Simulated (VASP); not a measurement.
# Te2Mo (P6_3/mmc) in VASP: settings compared, part 2 of 2

VASP 6.6.1. The steps go on from the part before.

## Step 3: Electric field gradients, PBEsol

Input file INCAR:

```
  ALGO = Normal
  EDIFF = 1E-8
  ENCUT = 520
  GGA = PS
  ISIF = 2
  ISMEAR = -1
  LASPH = T
  LCHARG = F
  LEFG = T
  LREAL = F
  LWAVE = F
  NBANDS = 35
  NELM = 60
  PREC = Accurate
  SIGMA = 0.02
```

Input file KPOINTS:

```
k-points
0
Gamma
  14 14 3
```

Input file POSCAR:

```
Te2Mo
1.0
    3.5182000000      0.0000000000      0.0000000000
   -1.7591000000      3.0468505756      0.0000000000
    0.0000000000      0.0000000000     13.9736000000
Te Mo
4 2
Direct
    0.3333333333      0.6666666667      0.6200857675
    0.6666666667      0.3333333333      0.1200857675
    0.3333333333      0.6666666667      0.8799142325
    0.6666666667      0.3333333333      0.3799142325
    0.3333333333      0.6666666667      0.2500000000
    0.6666666667      0.3333333333      0.7500000000
```

Potentials or basis: VASP PAW PBE potentials, release 64 (Te, Mo_sv).

The run is started by

```bash
cat potpaw_PBE.64/Te/POTCAR potpaw_PBE.64/Mo_sv/POTCAR > POTCAR
mpirun -np 1 vasp_std > vasp.out
```

OUTCAR:

```text
EDIFF = 1E-8
   ENCUT = 520
   GGA = PS
   ISIF = 2
   ISMEAR = -1
   LASPH = T
   LREAL = F
   NELM = 60
   PREC = Accurate

 ion  position               nearest neighbor table
   1  0.333  0.667  0.620-   6 2.72   6 2.72   6 2.72   3 3.63
   2  0.667  0.333  0.120-   5 2.72   5 2.72   5 2.72   4 3.63
   3  0.333  0.667  0.880-   6 2.72   6 2.72   6 2.72   1 3.63
   4  0.667  0.333  0.380-   5 2.72   5 2.72   5 2.72   2 3.63
   5  0.333  0.667  0.250-   2 2.72   4 2.72   2 2.72   4 2.72   2 2.72   4 2.72
   6  0.667  0.333  0.750-   1 2.72   3 2.72   1 2.72   3 2.72   1 2.72   3 2.72

  LATTYP: Found a hexagonal cell.
 ALAT       =     3.5182000000
 C/A-ratio  =     3.9718037633

  Lattice vectors:

 A1 = (   3.5182000000,   0.0000000000,   0.0000000000)
 A2 = (  -1.7591000000,   3.0468505756,   0.0000000000)
 A3 = (   0.0000000000,   0.0000000000,  13.9736000000)

Analysis of symmetry for initial positions (statically):
=====================================================================
 Subroutine PRICEL returns:
 Original cell was already a primitive cell.

 Routine SETGRP: Setting up the symmetry group for a
 hexagonal supercell.

 Subroutine GETGRP returns: Found 24 space group operations
 (whereof 12 operations were pure point group operations)
 out of a pool of 24 trial point group operations.

The static configuration has the point symmetry D_3d.
 The point group associated with its full space group is D_6h.

Analysis of symmetry for dynamics (positions and initial velocities):
=====================================================================
 Subroutine PRICEL returns:
 Original cell was already a primitive cell.

 Routine SETGRP: Setting up the symmetry group for a
 hexagonal supercell.

 Subroutine GETGRP returns: Found 24 space group operations
 (whereof 12 operations were pure point group operations)
 out of a pool of 24 trial point group operations.

The dynamic configuration has the point symmetry D_3d.
 The point group associated with its full space group is D_6h.

 Subroutine INISYM returns: Found 24 space group operations
 (whereof 12 operations are pure point group operations),
 and found     1 'primitive' translations

----------------------------------------------------------------------------------------

                                     Primitive cell

  volume of cell :     149.7890

  direct lattice vectors                    reciprocal lattice vectors
     3.518200000  0.000000000  0.000000000     0.284236257  0.164103880  0.000000000
    -1.759100000  3.046850576  0.000000000     0.000000000  0.328207759  0.000000000
     0.000000000  0.000000000 13.973600000     0.000000000  0.000000000  0.071563520

  length of vectors
     3.518200000  3.518200000 13.973600000     0.328207759  0.328207759  0.071563520

  position of ions in fractional coordinates (direct lattice)
     0.333333333  0.666666667  0.620085768
[... 107 lines left out ...]
  volume/ion in A,a.u.               =      24.96       168.47
  Fermi-wavevector in a.u.,A,eV,Ry     =   1.150578  2.174277 18.011787  1.323829
  Thomas-Fermi vector in A             =   2.287241
   LORBIT       =      0    0 simple, 1 ext, 2 COOP (PROOUT), +10 PAW based schemes
   GGA     = PS    functional components
   LHFCALC =     F    Hartree Fock is set to
   AEXX    =    0.0000 exact exchange contribution
   IVDW    =     0    specifies the selected vdW correction
   LEPSILON=     F    determine dielectric tensor
   LRPA    =     F    only Hartree local field effects (RPA)
 non-spin polarized calculation
  energy-cutoff  :      520.00
  volume of cell :      149.79
 maximum number of plane-waves:      4095
 NGX is ok and might be reduce to    28
   NGX = 13   NGY = 13   NGZ = 51

 number of electron      51.9999997 magnetization

 Free energy of the ion-electron system (eV)
  ---------------------------------------------------
  ext. energy  EPLUGINS =         0.00000000
  ---------------------------------------------------
  free energy    TOTEN  =       -39.38148975 eV

  energy without entropy =      -39.38148975  energy(sigma->0) =      -39.38148975

 E-fermi :   8.3424     XC(G=0): -10.5923

 val. band max:        8.0035799633   @ k =   0.0000   0.0000   0.0000
 cond. band min:       8.7115807814   @ k =   0.2143   0.2143   0.0000
 fundamental gap:      0.7080008181
 Fermi energy:         8.3424077659

 k-point     1 :       0.0000    0.0000    0.0000
  band No.  band energies     occupation
      1     -52.7242      2.00000
      2     -52.7242      2.00000
      3     -26.9175      2.00000
      4     -26.9175      2.00000
      5     -26.7842      2.00000
      6     -26.7842      2.00000
[... 901 lines left out ...]
     34      12.0343      0.00000
     35      12.2726      0.00000

 [... further k-points ...]

------------------------ aborting loop because EDIFF is reached ----------------------------------------

  FORCE on cell =-STRESS in cart. coord.  units (eV):
  Direction    XX          YY          ZZ          XY          YZ          ZX
  --------------------------------------------------------------------------------------
  -------------------------------------------------------------------------------------
  Total       -1.5906244     -1.5906244     -1.6559110      0.0000000     -0.0000000      0.0000000
  in kB      -17.0136785    -17.0136785    -17.7119994      0.0000000     -0.0000000      0.0000000
  external PRESSURE =     -17.2464521 kB  Pullay stress =       0.0000000 kB

 VOLUME and BASIS-vectors are now :
 -----------------------------------------------------------------------------
  energy-cutoff  :      520.00
  volume of cell :      149.79
      direct lattice vectors                 reciprocal lattice vectors
     3.518200000  0.000000000  0.000000000     0.284236257  0.164103880  0.000000000
    -1.759100000  3.046850576  0.000000000     0.000000000  0.328207759  0.000000000
     0.000000000  0.000000000 13.973600000     0.000000000  0.000000000  0.071563520

 POSITION                                       TOTAL-FORCE (eV/Angst)
 -----------------------------------------------------------------------------------
     -0.00000      2.03123      8.66483        -0.000000      0.000000      0.236893
      1.75910      1.01562      1.67803         0.000000     -0.000000      0.236893
     -0.00000      2.03123     12.29557        -0.000000      0.000000     -0.236893
      1.75910      1.01562      5.30877         0.000000     -0.000000     -0.236893
     -0.00000      2.03123      3.49340         0.000000     -0.000000     -0.000000
      1.75910      1.01562     10.48020        -0.000000     -0.000000     -0.000000
 -----------------------------------------------------------------------------------
    total drift:                               -0.000000      0.000000     -0.000000

  FREE ENERGIE OF THE ION-ELECTRON SYSTEM (eV)
  ---------------------------------------------------
  free  energy   TOTEN  =       -39.3814897548 eV

  energy  without entropy=      -39.3814897545  energy(sigma->0) =      -39.38148975

 Electric field gradients (V/A^2)
---------------------------------------------------------------------
 ion       V_xx      V_yy      V_zz      V_xy      V_xz      V_yz
---------------------------------------------------------------------
   1      85.582    85.582  -171.164     0.000     0.000    -0.000
   2      85.582    85.582  -171.164     0.000    -0.000     0.000
   3      85.582    85.582  -171.164     0.000    -0.000     0.000
   4      85.582    85.582  -171.164     0.000     0.000    -0.000
   5      34.870    34.869   -69.739    -0.001     0.000    -0.000
   6      34.870    34.869   -69.739    -0.001    -0.000     0.000
---------------------------------------------------------------------

 Electric field gradients after diagonalization (V/A^2)
 (convention: |V_zz| > |V_xx| > |V_yy|)
----------------------------------------------------------------------
 ion       V_xx      V_yy      V_zz     asymmetry (V_yy - V_xx)/ V_zz
----------------------------------------------------------------------
   1      85.582    85.582  -171.164       0.000
   2      85.582    85.582  -171.164       0.000
   3      85.582    85.582  -171.164       0.000
   4      85.582    85.582  -171.164       0.000
   5      34.870    34.869   -69.739       0.000
   6      34.870    34.869   -69.739       0.000
----------------------------------------------------------------------

           NMR quadrupolar parameters

 Cq : quadrupolar parameter    Cq=e*Q*V_zz/h
 eta: asymmetry parameters     (V_yy - V_xx)/ V_zz
 Q  : nuclear electric quadrupole moment in mb (millibarn)
----------------------------------------------------------------------
 ion       Cq(MHz)       eta       Q (mb)
----------------------------------------------------------------------
   1      -0.414       0.000       1.000
   2      -0.414       0.000       1.000
   3      -0.414       0.000       1.000
   4      -0.414       0.000       1.000
   5      -0.169       0.000       1.000
   6      -0.169       0.000       1.000
----------------------------------------------------------------------
```

stdout:

```text
POSCAR found type information on POSCAR TeMo
 POSCAR found :  2 types and       6 ions
 scaLAPACK will be used
 -----------------------------------------------------------------------------
|                                                                             |
|                                                                             |
|     You enforced a specific xc type in the INCAR file but a different       |
|     I HOPE YOU KNOW WHAT YOU ARE DOING!                                     |
|                                                                             |
 -----------------------------------------------------------------------------

 LDA part: xc-table for (Slater+PW92), standard interpolation
 POSCAR, INCAR and KPOINTS ok, starting setup
 FFT: planning ... GRIDC
 FFT: planning ... GRID_SOFT
 FFT: planning ... GRID
 WAVECAR not read
 entering main loop
ion   1

ion   2

ion   3

ion   4

ion   5

ion   6
```

Wall time 4.8 min (1 thread of Intel Xeon Platinum 8488C (Sapphire Rapids), shared host); peak memory 0.41 GiB.

Results:

```yaml
Free_energy: -39.3815 eV
Pressure: -1.7 GPa
Largest_force: 0.237 eV/Å
Band_gap_on_the_k_mesh: 0.71 eV (least direct gap 1.10 eV)
Largest_electric_field_gradient_by_atom: Te -171.2; Mo -69.7 V/Å²
```

Forces in eV/Å, atoms in the order of the input:
```
Te   0.000  0.000  0.237
Te   0.000  0.000  0.237
Te   0.000  0.000 -0.237
Te   0.000  0.000 -0.237
Mo   0.000  0.000  0.000
Mo   0.000  0.000  0.000
```

Electric field gradients, principal values (V/Å²):
```tsv
atom	least	middle	greatest (by size)
1 Te	85.582	85.582	-171.164
2 Te	85.582	85.582	-171.164
3 Te	85.582	85.582	-171.164
4 Te	85.582	85.582	-171.164
5 Mo	34.869	34.870	-69.739
6 Mo	34.869	34.870	-69.739
```

Caveat: semilocal functionals underestimate gaps, and a narrow one can read as zero; without QUAD_EFG the Cq values of the log hold for a quadrupole moment of 1 mb, not for the nuclei; the PAW data sets were made with another functional, which shifts forces and pressure a little; spin-orbit coupling is left out, which moves the levels of the heavy elements; this functional lacks dispersion, which binds layers or chains, so the pressure and a relaxed spacing across them are unreliable. A k mesh can miss the band edges.

## Step 4: Electric field gradients, PBE

Input file INCAR:

```
PREC = Accurate
ENCUT = 520
EDIFF = 1E-8
ISMEAR = -1
SIGMA = 0.02
LREAL = F
LASPH = T
NELM = 60
ALGO = Normal
ISIF = 2
LWAVE = F
LCHARG = F
GGA = PE
LEFG = T
NBANDS = 35
```

Input file KPOINTS:

```
Automatic mesh
0
Gamma
  14 14 3
```

Input file POSCAR:

```
Te2Mo
1.0
    3.5182000000      0.0000000000      0.0000000000
   -1.7591000000      3.0468505756      0.0000000000
    0.0000000000      0.0000000000     13.9736000000
Te Mo
4 2
Direct
    0.3333333333      0.6666666667      0.6210000000
    0.6666666667      0.3333333333      0.1210000000
    0.3333333333      0.6666666667      0.8790000000
    0.6666666667      0.3333333333      0.3790000000
    0.3333333333      0.6666666667      0.2500000000
    0.6666666667      0.3333333333      0.7500000000
```

Potentials or basis: VASP PAW PBE potentials, release 64 (Te, Mo_sv).

The run is started by

```bash
cat potpaw_PBE.64/Te/POTCAR potpaw_PBE.64/Mo_sv/POTCAR > POTCAR
mpirun -np 1 vasp_std > vasp.out
```

OUTCAR:

```text
PREC = Accurate
   ENCUT = 520
   EDIFF = 1E-8
   ISMEAR = -1
   LREAL = F
   LASPH = T
   NELM = 60
   ISIF = 2
   GGA = PE

 ion  position               nearest neighbor table
   1  0.333  0.667  0.621-   6 2.72   6 2.72   6 2.72   3 3.61
   2  0.667  0.333  0.121-   5 2.72   5 2.72   5 2.72   4 3.61
   3  0.333  0.667  0.879-   6 2.72   6 2.72   6 2.72   1 3.61
   4  0.667  0.333  0.379-   5 2.72   5 2.72   5 2.72   2 3.61
   5  0.333  0.667  0.250-   2 2.72   4 2.72   2 2.72   4 2.72   2 2.72   4 2.72
   6  0.667  0.333  0.750-   1 2.72   3 2.72   1 2.72   3 2.72   1 2.72   3 2.72

  LATTYP: Found a hexagonal cell.
 ALAT       =     3.5182000000
 C/A-ratio  =     3.9718037633

[... 1153 lines left out ...]
   3      89.526    89.526  -179.053     0.000    -0.000     0.000
   4      89.526    89.526  -179.053     0.000     0.000    -0.000
   5      36.545    36.544   -73.089    -0.001     0.000    -0.000
   6      36.545    36.544   -73.089    -0.001    -0.000     0.000
---------------------------------------------------------------------

 Electric field gradients after diagonalization (V/A^2)
 (convention: |V_zz| > |V_xx| > |V_yy|)
----------------------------------------------------------------------
 ion       V_xx      V_yy      V_zz     asymmetry (V_yy - V_xx)/ V_zz
----------------------------------------------------------------------
   1      89.527    89.526  -179.053       0.000
   2      89.527    89.526  -179.053       0.000
   3      89.527    89.526  -179.053       0.000
   4      89.527    89.526  -179.053       0.000
   5      36.545    36.544   -73.089       0.000
   6      36.545    36.544   -73.089       0.000
----------------------------------------------------------------------

           NMR quadrupolar parameters

 Cq : quadrupolar parameter    Cq=e*Q*V_zz/h
 eta: asymmetry parameters     (V_yy - V_xx)/ V_zz
 Q  : nuclear electric quadrupole moment in mb (millibarn)
----------------------------------------------------------------------
 ion       Cq(MHz)       eta       Q (mb)
----------------------------------------------------------------------
   1      -0.433       0.000       1.000
   2      -0.433       0.000       1.000
   3      -0.433       0.000       1.000
   4      -0.433       0.000       1.000
   5      -0.177       0.000       1.000
   6      -0.177       0.000       1.000
----------------------------------------------------------------------
```

stdout:

```text
POSCAR found type information on POSCAR TeMo
 POSCAR found :  2 types and       6 ions
 scaLAPACK will be used
 LDA part: xc-table for (Slater+PW92), standard interpolation
 POSCAR, INCAR and KPOINTS ok, starting setup
 FFT: planning ... GRIDC
 FFT: planning ... GRID_SOFT
 FFT: planning ... GRID
 WAVECAR not read
 entering main loop
ion   1

ion   2

ion   3

ion   4

ion   5

ion   6
```

Run time: 5.9 min. Hardware: 1 thread of Oxide Virtual Turin-like, shared host; peak memory 0.37 GiB.

Results:

* Free energy: -35.9875 eV
* Pressure: 2.9 GPa
* Largest force: 0.189 eV/Å
* Band gap on the k mesh: 0.74 eV (least direct gap 1.10 eV)
* Largest electric field gradient by atom: Te -179.1; Mo -73.1 V/Å²

Forces on the atoms (eV/Å):
```
Te   0.000  0.000 -0.189
Te   0.000  0.000 -0.189
Te   0.000  0.000  0.189
Te   0.000  0.000  0.189
Mo   0.000  0.000  0.000
Mo   0.000  0.000  0.000
```

Levels at points of the mesh, in eV from the valence-band top:
```tsv
k point	band 24	band 25	band 26	band 27	band 28	band 29
(0.00, 0.00, 0.00)	-1.03	-0.32	0.00	2.90	2.90	3.03
(0.50, 0.00, 0.00)	-0.96	-0.61	-0.32	1.26	1.32	1.45
```

Electric field gradients, principal values (V/Å²):
```
atom   least  middle  greatest (by size)
1 Te  89.526  89.527            -179.053
2 Te  89.526  89.527            -179.053
3 Te  89.526  89.527            -179.053
4 Te  89.526  89.527            -179.053
5 Mo  36.544  36.545             -73.089
6 Mo  36.544  36.545             -73.089
```

Caveat: semilocal functionals underestimate gaps, and a narrow one can read as zero; without QUAD_EFG the Cq values of the log hold for a quadrupole moment of 1 mb, not for the nuclei; spin-orbit coupling is left out, which moves the levels of the heavy elements; this functional lacks dispersion, which binds layers or chains, so the pressure and a relaxed spacing across them are unreliable. A hybrid or GW would open this gap; PBE tends to underestimate it.
